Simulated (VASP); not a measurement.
# SiO2 (I-42d) in VASP: further runs, part 2 of 2

VASP 6.6.1.

**4. Single point, PBE (strain +0.050 along x and y, -0.050 along z)**

File INCAR:

```
PREC = Accurate
ENCUT = 520
EDIFF = 1E-6
ISMEAR = 0
SIGMA = 0.05
LREAL = F
LASPH = T
NELM = 60
ALGO = Normal
ISIF = 2
LWAVE = F
LCHARG = T
GGA = PE
LELF = T
LVHAR = T
NBANDS = 25
```

File KPOINTS:

```
Automatic mesh
0
Gamma
  6 6 6
```

File POSCAR:

```
SiO2
1.0
   -2.6390377331      2.6390377331      3.5049211370
    2.6390377331     -2.6390377331      3.5049211370
    2.6390377331      2.6390377331     -3.5049211370
Si O
2 4
Direct
    0.0000000000      0.0000000000      0.0000000000
    0.7500000000      0.2500000000      0.5000000000
    0.9670112602      0.6250000000      0.8420112602
    0.3750000000      0.2170112602      0.3420112602
    0.7829887398      0.1250000000      0.1579887398
    0.8750000000      0.0329887398      0.6579887398
```

Potentials or basis: VASP PAW PBE potentials, release 64 (Si, O).

Run with:

```sh
$ cat potpaw_PBE.64/Si/POTCAR potpaw_PBE.64/O/POTCAR > POTCAR
$ mpirun -np 1 vasp_std > vasp.out
```

OUTCAR:

```text
PREC = Accurate
   ENCUT = 520
   EDIFF = 1E-6
   ISMEAR = 0
   LREAL = F
   LASPH = T
   NELM = 60
   ISIF = 2
   GGA = PE

 ion  position               nearest neighbor table
   1  0.000  0.000  0.000-   3 1.66   5 1.66   6 1.66   4 1.66
   2  0.750  0.250  0.500-   4 1.66   5 1.66   6 1.66   3 1.66
   3  0.967  0.625  0.842-   1 1.66   2 1.66
   4  0.375  0.217  0.342-   2 1.66   1 1.66
   5  0.783  0.125  0.158-   1 1.66   2 1.66
   6  0.875  0.033  0.658-   1 1.66   2 1.66

  LATTYP: Found a body centered tetragonal cell.
 ALAT       =     5.2780754662
[... 879 lines left out ...]
  -------------------------------------------------------------------------------------
  Total       -5.4233888     -5.4233888     -2.0668144      0.0000000      0.0000000      0.0000000
  in kB      -88.9921868    -88.9921868    -33.9142820      0.0000000      0.0000000      0.0000000
  external PRESSURE =     -70.6328852 kB  Pullay stress =       0.0000000 kB

 VOLUME and BASIS-vectors are now :
 -----------------------------------------------------------------------------
  energy-cutoff  :      520.00
  volume of cell :       97.64
      direct lattice vectors                 reciprocal lattice vectors
    -2.639037733  2.639037733  3.504921137     0.000000000  0.189462998  0.142656562
     2.639037733 -2.639037733  3.504921137     0.189462998  0.000000000  0.142656562
     2.639037733  2.639037733 -3.504921137     0.189462998  0.189462998  0.000000000

 POSITION                                       TOTAL-FORCE (eV/Angst)
 -----------------------------------------------------------------------------------
      0.00000      0.00000      0.00000         0.000000      0.000000      0.000000
      0.00000      2.63904      1.75246        -0.000000      0.000000     -0.000000
      1.31952      3.12468      2.62869         0.000000     -0.540938      0.000000
      0.48564      1.31952      0.87623        -0.540938      0.000000      0.000000
     -1.31952      2.15340      2.62869         0.000000      0.540938     -0.000000
     -0.48564      3.95856      0.87623         0.540938      0.000000     -0.000000
 -----------------------------------------------------------------------------------
    total drift:                               -0.000000     -0.000000     -0.000000

  FREE ENERGIE OF THE ION-ELECTRON SYSTEM (eV)
  ---------------------------------------------------
  free  energy   TOTEN  =       -47.2902050683 eV

  energy  without entropy=      -47.2902050683  energy(sigma->0) =      -47.29020507
```

OSZICAR:

```text
N       E                     dE             d eps       ncg     rms          rms(c)
DAV:   1     0.179004796606E+03    0.17900E+03   -0.15669E+04  1500   0.112E+03
DAV:   2    -0.398478294579E+02   -0.21885E+03   -0.20757E+03  2044   0.268E+02
DAV:   3    -0.533231045792E+02   -0.13475E+02   -0.13407E+02  2009   0.687E+01
DAV:   4    -0.534619231151E+02   -0.13882E+00   -0.13875E+00  1791   0.801E+00
DAV:   5    -0.534636743896E+02   -0.17513E-02   -0.17508E-02  1959   0.887E-01    0.191E+01
DAV:   6    -0.472600438169E+02    0.62036E+01   -0.20293E+01  1754   0.281E+01    0.921E+00
DAV:   7    -0.472871687842E+02   -0.27125E-01   -0.62757E-01  1885   0.439E+00    0.336E+00
DAV:   8    -0.472833429311E+02    0.38259E-02   -0.28764E-02  1875   0.150E+00    0.132E+00
DAV:   9    -0.472889586149E+02   -0.56157E-02   -0.19248E-02  1735   0.107E+00    0.293E-01
DAV:  10    -0.472902885420E+02   -0.13299E-02   -0.20865E-03  1551   0.268E-01    0.854E-02
DAV:  11    -0.472901995008E+02    0.89041E-04   -0.54895E-04  1926   0.158E-01    0.243E-02
DAV:  12    -0.472902037187E+02   -0.42179E-05   -0.17123E-05  1690   0.277E-02    0.160E-02
DAV:  13    -0.472902049853E+02   -0.12665E-05   -0.27860E-06  1586   0.125E-02    0.223E-03
DAV:  14    -0.472902050683E+02   -0.83003E-07   -0.28965E-07  1347   0.368E-03
   1 F= -.47290205E+02 E0= -.47290205E+02  d E =-.762227E-13
```

stdout:

```text
POSCAR found type information on POSCAR SiO
 POSCAR found :  2 types and       6 ions
 scaLAPACK will be used
 LDA part: xc-table for (Slater+PW92), standard interpolation
 POSCAR, INCAR and KPOINTS ok, starting setup
 FFT: planning ... GRIDC
 FFT: planning ... GRID_SOFT
 FFT: planning ... GRID
 WAVECAR not read
 entering main loop
```

Run time: 2.3 min. Hardware: 1 thread of Intel Xeon 8259CL, shared host; peak memory 0.25 GiB.

Results:

- Free energy: -47.2902 eV
- Pressure: -7.1 GPa
- Largest force: 0.541 eV/Å
- Band gap on the k mesh: 5.37 eV

Forces in eV/Å, atoms in the order of the input:
```
Si   0.000  0.000  0.000
Si   0.000  0.000  0.000
O    0.000 -0.541  0.000
O   -0.541  0.000  0.000
O    0.000  0.541  0.000
O    0.541  0.000  0.000
```

Caveat: the cell differs from its parent crystal (strain +0.050 along x and y, -0.050 along z); the stress differs along the axes, from -9 to -3 GPa.

**5. Single point, PBE (strain +0.025 along x and y, +0.000 along z)**

File INCAR:

```
SYSTEM = SiO2
  PREC = Accurate
  ENCUT = 520
  EDIFF = 1E-7
  ISMEAR = 0
  SIGMA = 0.05
  LREAL = .FALSE.
  LASPH = .TRUE.
  NELM = 80
  ALGO = Normal
  ISIF = 2
  LWAVE = .FALSE.
  LCHARG = .FALSE.
  GGA = PE
  NBANDS = 25
```

File KPOINTS:

```
regular mesh
0
G
  6 6 6
  0 0 0
```

POSCAR, as its differences from that of step 4:

```diff
@@ -2,5 +2,5 @@
 1.0
-   -2.6390377331      2.6390377331      3.5049211370
-    2.6390377331     -2.6390377331      3.5049211370
-    2.6390377331      2.6390377331     -3.5049211370
+   -2.5762035013      2.5762035013      3.6893906705
+    2.5762035013     -2.5762035013      3.6893906705
+    2.5762035013      2.5762035013     -3.6893906705
 Si O
```

Run with:

```sh
$ cat potpaw_PBE.64/Si/POTCAR potpaw_PBE.64/O/POTCAR > POTCAR
$ mpirun -np 1 vasp_std > vasp.out
```

Run time: 2.4 min. Hardware: 1 thread of Intel Xeon 8259CL, shared host; peak memory 0.25 GiB.

Results (log left out):

```
Free energy            : -47.3871 eV
Pressure               : -6.8 GPa
Largest force          : 0.479 eV/Å
Band gap on the k mesh : 5.41 eV
```

Forces in eV/Å, atoms in the order of the input:
```
Si   0.000  0.000  0.000
Si   0.000  0.000  0.000
O    0.000 -0.479  0.000
O   -0.479  0.000  0.000
O    0.000  0.479  0.000
O    0.479  0.000  0.000
```

Stress tensor (GPa, compression positive):
```
-7.31  0.00  0.00
 0.00 -7.31  0.00
 0.00  0.00 -5.78
```

Levels at points of the mesh, in eV from the valence-band top:
```csv
k point,band 12,band 13,band 14,band 15,band 16,band 17,band 18,band 19,band 20,band 21
"(0.00, 0.00, 0.00)",-1.51,-1.45,-0.65,0.00,0.00,5.41,8.43,9.65,9.92,9.92
"(0.50, 0.00, 0.00)",-1.51,-1.39,-0.76,-0.46,-0.14,7.39,8.69,9.41,9.60,10.09
"(0.50, 0.50, 0.00)",-1.93,-0.90,-0.90,-0.32,-0.32,8.50,8.50,9.64,9.64,10.52
"(0.50, 0.50, 0.50)",-1.93,-1.35,-1.35,-0.35,-0.35,8.42,8.42,9.88,9.88,10.68
```

Caveat: the cell differs from its parent crystal (strain +0.025 along x and y, +0.000 along z); the cell stands under tension. A k mesh can miss the band edges.

**6. Single point, PBE (strain +0.050 along x and y, -0.025 along z)**

File INCAR:

```
PREC     = Accurate       # precision mode
ENCUT    = 520            # plane-wave cutoff, eV
EDIFF    = 1E-7           # SCF threshold, eV
ISMEAR   = 0              # smearing method
SIGMA    = 0.05           # smearing width, eV
LREAL    = F              # projectors in reciprocal space
LASPH    = T              # aspherical terms in the spheres
NELM     = 100            # most SCF steps
ALGO     = Normal         # electronic algorithm
ISIF     = 2              # what is computed and relaxed
LWAVE    = F              # write WAVECAR
LCHARG   = F              # write CHGCAR
GGA      = PE             # functional
NBANDS   = 25             # bands
```

File KPOINTS:

```
Automatic mesh
0
Gamma
  6 6 6
```

POSCAR, as its differences from that of step 5:

```diff
@@ -2,5 +2,5 @@
 1.0
-   -2.5762035013      2.5762035013      3.6893906705
-    2.5762035013     -2.5762035013      3.6893906705
-    2.5762035013      2.5762035013     -3.6893906705
+   -2.6390377331      2.6390377331      3.5971559037
+    2.6390377331     -2.6390377331      3.5971559037
+    2.6390377331      2.6390377331     -3.5971559037
 Si O
```

Potentials or basis: VASP PAW PBE potentials, release 64 (Si, O).

Run with:

```sh
$ cat potpaw_PBE.64/Si/POTCAR potpaw_PBE.64/O/POTCAR > POTCAR
$ mpirun -np 1 vasp_std > vasp.out
```

OUTCAR:

```text
PREC = Accurate
   ENCUT = 520
   EDIFF = 1E-7
   ISMEAR = 0
   LREAL = F
   LASPH = T
   NELM = 100
   ISIF = 2
   GGA = PE

 ion  position               nearest neighbor table
   1  0.000  0.000  0.000-   3 1.67   4 1.67   5 1.67   6 1.67
   2  0.750  0.250  0.500-   4 1.67   3 1.67   5 1.67   6 1.67
   3  0.967  0.625  0.842-   1 1.67   2 1.67
   4  0.375  0.217  0.342-   2 1.67   1 1.67
   5  0.783  0.125  0.158-   1 1.67   2 1.67
   6  0.875  0.033  0.658-   1 1.67   2 1.67

  LATTYP: Found a body centered tetragonal cell.
 ALAT       =     5.2780754662
[... 879 lines left out ...]
  -------------------------------------------------------------------------------------
  Total       -7.0600777     -7.0600777     -4.2730226      0.0000000     -0.0000000      0.0000000
  in kB     -112.8780795   -112.8780795    -68.3180276      0.0000000     -0.0000000      0.0000000
  external PRESSURE =     -98.0247289 kB  Pullay stress =       0.0000000 kB

 VOLUME and BASIS-vectors are now :
 -----------------------------------------------------------------------------
  energy-cutoff  :      520.00
  volume of cell :      100.21
      direct lattice vectors                 reciprocal lattice vectors
    -2.639037733  2.639037733  3.597155904     0.000000000  0.189462998  0.138998702
     2.639037733 -2.639037733  3.597155904     0.189462998  0.000000000  0.138998702
     2.639037733  2.639037733 -3.597155904     0.189462998  0.189462998  0.000000000

 POSITION                                       TOTAL-FORCE (eV/Angst)
 -----------------------------------------------------------------------------------
      0.00000      0.00000      0.00000        -0.000000      0.000000     -0.000000
      0.00000      2.63904      1.79858        -0.000000      0.000000      0.000000
      1.31952      3.12468      2.69787        -0.000000     -0.716566      0.000000
      0.48564      1.31952      0.89929        -0.716566      0.000000      0.000000
     -1.31952      2.15340      2.69787        -0.000000      0.716566     -0.000000
     -0.48564      3.95856      0.89929         0.716566      0.000000     -0.000000
 -----------------------------------------------------------------------------------
    total drift:                               -0.000002     -0.000002     -0.000002

  FREE ENERGIE OF THE ION-ELECTRON SYSTEM (eV)
  ---------------------------------------------------
  free  energy   TOTEN  =       -47.2106755809 eV

  energy  without entropy=      -47.2106755809  energy(sigma->0) =      -47.21067558
```

Wall time 2.4 min (1 thread of Intel Xeon 8259CL, shared host); peak memory 0.25 GiB.

What came out:

```yaml
Free_energy: -47.2107 eV
Pressure: -9.8 GPa
Largest_force: 0.717 eV/Å
Band_gap_on_the_k_mesh: 5.22 eV
```

Forces on the atoms (eV/Å):
```
Si   0.000  0.000  0.000
Si   0.000  0.000  0.000
O    0.000 -0.717  0.000
O   -0.717  0.000  0.000
O    0.000  0.717  0.000
O    0.717  0.000  0.000
```

Caveat: the cell differs from its parent crystal (strain +0.050 along x and y, -0.025 along z); the cell stands under tension. A k mesh can miss the band edges.

**7. Overview**

```tsv
cell	gap on the mesh (eV)	pressure (GPa)	largest force (eV/Å)
a = 5.120 Å, angles 119.6, 119.6, 90.7°, 6 atoms	5.58	-3.6	0.29
a = 5.257 Å, angles 122.9, 122.9, 85.1°, 6 atoms	5.35	-6.8	0.40
a = 5.120 Å, angles 117.9, 117.9, 93.6°, 6 atoms	5.37	-7.1	0.54
a = 5.185 Å, angles 120.4, 120.4, 89.3°, 6 atoms	5.41	-6.8	0.48
a = 5.183 Å, angles 118.8, 118.8, 92.1°, 6 atoms	5.22	-9.8	0.72
```

Alike in all rows: task single point; level PBE; potentials or basis VASP PAW PBE potentials, release 64 (Si, O); no spin polarisation; k mesh 6 × 6 × 6; cutoff (eV) 520; smearing gaussian 0.05 eV.

Caveats: the cell stands under tension (at least some runs); the stress differs along the axes, from -9 to -3 GPa (at least some runs).

Total energies depend on the potentials used, so only differences within one code and one set of settings carry meaning.
